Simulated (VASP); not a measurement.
# LiBe (P1) in VASP: notebook, part 2 of 2

VASP 6.6.1. The steps go on from the part before.

## (3) Single point, r2SCAN

This run uses another cell than the first one, of 11.08 Å³/atom.

Input file POSCAR:

```
LiBe
1.0
    2.8127122882      0.0216259235      0.0069715807
    0.0216259235      2.8059510568      0.0089949418
    0.0069715807      0.0089949418      2.8079343514
Li Be
1 1
Direct
    0.0248500000      0.0329100000      0.0354800000
    0.4846100000      0.4953800000      0.5326000000
```

Input file INCAR.step1:

```
PREC = Accurate ; ENCUT = 520
ISMEAR = -1 ; SIGMA = 0.1
LREAL = False ; LASPH = True
NELM = 80 ; NBANDS = 10
GGA = PE ; ALGO = Normal
EDIFF = 1E-4 ; LWAVE = True
LCHARG = False
```

Input file INCAR.step2:

```
PREC = Accurate ; ENCUT = 520
EDIFF = 1E-6 ; ISMEAR = -1
SIGMA = 0.1 ; LREAL = False
LASPH = True ; NELM = 80
ALGO = Normal ; ISIF = 2
LWAVE = False ; LCHARG = False
METAGGA = R2SCAN ; LMIXTAU = True
NBANDS = 10 ; ISTART = 1
```

Input file KPOINTS:

```
Automatic mesh
0
Gamma
  7 7 7
```

Potentials or basis: VASP PAW PBE potentials, release 64 (Li_sv, Be).

Started as:

```console
> cat potpaw_PBE.64/Li_sv/POTCAR potpaw_PBE.64/Be/POTCAR > POTCAR
> cp INCAR.step1 INCAR
> mpirun -np 1 vasp_std > vasp.out
> cp INCAR.step2 INCAR
> mpirun -np 1 vasp_std > vasp.out
```

OUTCAR:

```text
PREC = Accurate
   ENCUT = 520
   EDIFF = 1E-6
   ISMEAR = -1
   LREAL = False
   LASPH = True
   NELM = 80
   ISIF = 2
   METAGGA = R2SCAN
   ISTART = 1

 ion  position               nearest neighbor table
   1  0.025  0.033  0.035-   2 2.32   2 2.32   2 2.41   2 2.43   2 2.43   2 2.43
   2  0.485  0.495  0.533-   1 2.32   1 2.32   1 2.41   1 2.43   1 2.43   1 2.43

  LATTYP: Found a triclinic cell.
 ALAT       =     2.8060488098
 B/A-ratio  =     1.4049701069
 C/A-ratio  =     1.0006801747
 COS(alpha) =     0.0010178761
 COS(beta)  =     0.0064279264
 COS(gamma) =     0.7007695097

  Lattice vectors:

 A1 = (   0.0216259235,   2.8059510568,   0.0089949418)
 A2 = (  -2.7910863647,   2.7843251333,   0.0020233611)
 A3 = (   0.0069715807,   0.0089949418,   2.8079343514)

Analysis of symmetry for initial positions (statically):
=====================================================================
 Subroutine PRICEL returns:
 Original cell was already a primitive cell.

 Routine SETGRP: Setting up the symmetry group for a
 triclinic supercell.

 Subroutine GETGRP returns: Found  1 space group operations
 (whereof  1 operations were pure point group operations)
 out of a pool of  2 trial point group operations.

The static configuration has the point symmetry C_1 .

Analysis of symmetry for dynamics (positions and initial velocities):
=====================================================================
 Subroutine PRICEL returns:
 Original cell was already a primitive cell.

 Routine SETGRP: Setting up the symmetry group for a
 triclinic supercell.

 Subroutine GETGRP returns: Found  1 space group operations
 (whereof  1 operations were pure point group operations)
 out of a pool of  2 trial point group operations.

The dynamic configuration has the point symmetry C_1 .

 Subroutine INISYM returns: Found  1 space group operations
 (whereof  1 operations are pure point group operations),
 and found     1 'primitive' translations

----------------------------------------------------------------------------------------

                                     Primitive cell

  volume of cell :      22.1595

  direct lattice vectors                    reciprocal lattice vectors
     2.812712288  0.021625924  0.006971581     0.355551934 -0.002737495 -0.000874000
     0.021625924  2.805951057  0.008994942    -0.002737495  0.356410140 -0.001134928
     0.006971581  0.008994942  2.807934351    -0.000874000 -0.001134928  0.356139488

  length of vectors
     2.812804064  2.806048810  2.807957413     0.355563546  0.356422460  0.356142369

  position of ions in fractional coordinates (direct lattice)
     0.024850000  0.032910000  0.035480000
     0.484610000  0.495380000  0.532600000

  ion indices of the primitive-cell ions
   primitive index   ion index
                 1           1
                 2           2

----------------------------------------------------------------------------------------

 KPOINTS: Automatic mesh

Automatic generation of k-mesh.
 Grid dimensions read from file:
 generate k-points for:    7    7    7
[... 23 lines left out ...]
  0.285714  0.000000  0.000000      2.000000
  0.428571 -0.000000  0.000000      2.000000
 -0.000000  0.142857 -0.000000      2.000000
  0.142857  0.142857 -0.000000      2.000000
[... 16 lines left out ...]
 -0.428571  0.428571 -0.000000      2.000000
 -0.285714  0.428571 -0.000000      2.000000
 [... further k-points ...]
   k-points           NKPTS =    172   k-points in BZ     NKDIM =    172   number of bands    NBANDS=     10
   number of dos      NEDOS =    301   number of ions     NIONS =      2
   total plane-waves  NPLWV =  13824
   dimension x,y,z NGX =    24 NGY =   24 NGZ =   24
   dimension x,y,z NGXF=    48 NGYF=   48 NGZF=   48
   ions per type =               1   1
   NGX,Y,Z   is equivalent  to a cutoff of  14.18, 14.22, 14.21 a.u.
   NGXF,Y,Z  is equivalent  to a cutoff of  28.37, 28.44, 28.42 a.u.
 SYSTEM =  unknown system
   PREC   = accura    normal or accurate (medium, high low for compatibility)
   ISTART =      1    job   : 0-new  1-cont  2-samecut
   ICHARG =      0    charge: 1-file 2-atom 10-const
   ISPIN  =      1    spin polarized calculation?
   LNONCOLLINEAR =      F non collinear calculations
   LSORBIT =      F    spin-orbit coupling
   LASPH  =      T    aspherical Exc in radial PAW
   ENCUT  =  520.0 eV  38.22 Ry    6.18 a.u.   5.23  5.22  5.22*2*pi/ulx,y,z
   NELM   =     80;   NELMIN=  2; NELMDL=  0     # of ELM steps
   EDIFF  = 0.1E-05   stopping-criterion for ELM
   LREAL  =      F    real-space projection
   EDIFFG = 0.1E-04   stopping-criterion for IOM
   NSW    =      0    number of steps for IOM
   IBRION =     -1    ionic relax: 0-MD 1-quasi-New 2-CG
   NFREE  =      0    steps in history (QN), initial steepest desc. (CG)
   ISIF   =      2    stress and relaxation
   ISYM   =      2    0-nonsym 1-usesym 2-fastsym
   POTIM  = 0.5000    time-step for ionic-motion
   TEBEG  =    0.0;   TEEND  =   0.0 temperature during run
   PSTRESS=    0.0 pullay stress
   NELECT =       5.0000    total number of electrons
   NUPDOWN=      -1.0000    fix difference up-down
   EMIN   =  10.00;   EMAX   =-10.00  energy-range for DOS
   EFERMI =   0.00;   METHOD = LEGACY
   ISMEAR =    -1;   SIGMA  =   0.10  broadening in eV -4-tet -1-fermi 0-gaus
   EFERMI_NEDOS =   21; number of points for ismear=-14 and -15
   IALGO  =     38    algorithm
   IMIX   =      4    mixing-type and parameters
     AMIX     =   0.40;   BMIX     =  1.00
     AMIX_MAG =   1.60;   BMIX_MAG =  1.00
  volume/ion in A,a.u.               =      11.08        74.77
  Fermi-wavevector in a.u.,A,eV,Ry     =   0.996655  1.883405 13.514964  0.993322
  Thomas-Fermi vector in A             =   2.128758
   LORBIT       =      0    0 simple, 1 ext, 2 COOP (PROOUT), +10 PAW based schemes
   METAGGA = R2SCAN    functional components
   LHFCALC =     F    Hartree Fock is set to
   AEXX    =    0.0000 exact exchange contribution
   IVDW    =     0    specifies the selected vdW correction
   LEPSILON=     F    determine dielectric tensor
   LRPA    =     F    only Hartree local field effects (RPA)
 non-spin polarized calculation
  energy-cutoff  :      520.00
  volume of cell :       22.16
 maximum number of plane-waves:       617
 NGX is ok and might be reduce to    24
   NGX = 11   NGY = 11   NGZ = 11

 number of electron       4.9999998 magnetization

 Free energy of the ion-electron system (eV)
  ---------------------------------------------------
  ext. energy  EPLUGINS =         0.00000000
  ---------------------------------------------------
  free energy    TOTEN  =        -5.95461754 eV

  energy without entropy =       -5.94510298  energy(sigma->0) =       -5.94986026

 E-fermi :   3.0588     XC(G=0):  -9.7269

 val. band max:        3.0461358602   @ k =   0.2857   0.4286   0.2857
 cond. band min:       3.4388759765   @ k =   0.4286  -0.4286   0.2857
 fundamental gap:      0.3927401162
 Fermi energy:         3.0588260146

 k-point     1 :       0.0000    0.0000    0.0000
  band No.  band energies     occupation
      1     -43.4354      2.00000
      2      -4.0826      2.00000
      3       9.6779      0.00000
      4       9.7054      0.00000
      5       9.8501      0.00000
      6      14.0170      0.00000
      7      14.0924      0.00000
      8      22.4933      0.00000
      9      24.8263      0.00000
     10      25.0734      0.00000
[... 287 lines left out ...]
 k-point    24 :      -0.2857    0.4286   -0.0000
  band No.  band energies     occupation
      1     -43.4038      2.00000
      2      -0.4051      2.00000
      3       1.7651      2.00000
      4       7.1184      0.00000
      5      11.8869      0.00000
      6      13.5335      0.00000
      7      18.8640      0.00000
      8      20.1636      0.00000
      9      21.3765      0.00000
     10      24.8037      0.00000

 [... further k-points ...]

------------------------ aborting loop because EDIFF is reached ----------------------------------------

  FORCE on cell =-STRESS in cart. coord.  units (eV):
  Direction    XX          YY          ZZ          XY          YZ          ZX
  --------------------------------------------------------------------------------------
  -------------------------------------------------------------------------------------
  Total        0.1696121      0.1678866      0.2296148     -0.0899437     -0.0714129     -0.0665382
  in kB       12.2633150     12.1385604     16.6016371     -6.5031208     -5.1633078     -4.8108561
  external PRESSURE =      13.6678375 kB  Pullay stress =       0.0000000 kB

 VOLUME and BASIS-vectors are now :
 -----------------------------------------------------------------------------
  energy-cutoff  :      520.00
  volume of cell :       22.16
      direct lattice vectors                 reciprocal lattice vectors
     2.812712288  0.021625924  0.006971581     0.355551934 -0.002737495 -0.000874000
     0.021625924  2.805951057  0.008994942    -0.002737495  0.356410140 -0.001134928
     0.006971581  0.008994942  2.807934351    -0.000874000 -0.001134928  0.356139488

 POSITION                                       TOTAL-FORCE (eV/Angst)
 -----------------------------------------------------------------------------------
      0.07085      0.09320      0.10009        -0.547383     -0.497280     -0.032470
      1.37749      1.40528      1.50334         0.547383      0.497280      0.032470
 -----------------------------------------------------------------------------------
    total drift:                               -0.035516     -0.012628     -0.010735

  FREE ENERGIE OF THE ION-ELECTRON SYSTEM (eV)
  ---------------------------------------------------
  free  energy   TOTEN  =        -5.9546175444 eV

  energy  without entropy=       -5.9451029817  energy(sigma->0) =       -5.94986026
```

OUTCAR.step1:

```text
PREC = Accurate
   ENCUT = 520
   ISMEAR = -1
   LREAL = False
   LASPH = True
[... 538 lines left out ...]
      0.07085      0.09320      0.10009        -0.493404     -0.457364     -0.024997
      1.37749      1.40528      1.50334         0.493404      0.457364      0.024997
 -----------------------------------------------------------------------------------
    total drift:                               -0.000673     -0.000223      0.000189

  FREE ENERGIE OF THE ION-ELECTRON SYSTEM (eV)
  ---------------------------------------------------
  free  energy   TOTEN  =        -4.9395932353 eV

  energy  without entropy=       -4.9293852898  energy(sigma->0) =       -4.93448926
```

OSZICAR.step1:

```text
N       E                     dE             d eps       ncg     rms          rms(c)
DAV:   1     0.325882599425E+01    0.32588E+01   -0.15593E+03  3448   0.397E+02
DAV:   2    -0.460177508655E+01   -0.78606E+01   -0.74792E+01  4756   0.721E+01
DAV:   3    -0.493995646787E+01   -0.33818E+00   -0.33642E+00  4570   0.112E+01
DAV:   4    -0.494659592041E+01   -0.66395E-02   -0.66335E-02  4728   0.154E+00
DAV:   5    -0.494665063075E+01   -0.54710E-04   -0.54707E-04  4336   0.108E-01    0.657E-01
DAV:   6    -0.494104017759E+01    0.56105E-02   -0.28461E-03  5290   0.219E-01    0.409E-01
DAV:   7    -0.493959972424E+01    0.14405E-02   -0.53418E-03  4594   0.352E-01    0.602E-02
DAV:   8    -0.493959323533E+01    0.64889E-05   -0.19733E-04  4070   0.922E-02
   1 F= -.49395932E+01 E0= -.49344893E+01  d E =-.102079E-01
```

It took 3.3 min on 1 thread of Intel Xeon 8259CL, shared host; peak memory 0.16 GiB.

What came out:

* Free energy: -5.9546 eV
* Largest force: 0.740 eV/Å
* Band gap on the k mesh: zero (an odd number of electrons rules out a gap without spin polarisation)

Forces on the atoms (eV/Å):
```
Li  -0.547 -0.497 -0.032
Be   0.547  0.497  0.032
```

Levels at points of the mesh, in eV from the Fermi level:
| k point | band 1 | band 2 | band 3 | band 4 | band 5 | band 6 | band 7 | band 8 |
| --- | --- | --- | --- | --- | --- | --- | --- | --- |
| (0.00, 0.00, 0.00) | -46.49 | -7.14 | 6.62 | 6.65 | 6.79 | 10.96 | 11.03 | 19.43 |

Caveat: the cutoff is under 1.25 times the usual one of these potentials, so pressure, stress and relaxed cells hold a basis-set (Pulay) error; the PAW data sets were made with another functional, which shifts forces and pressure a little.
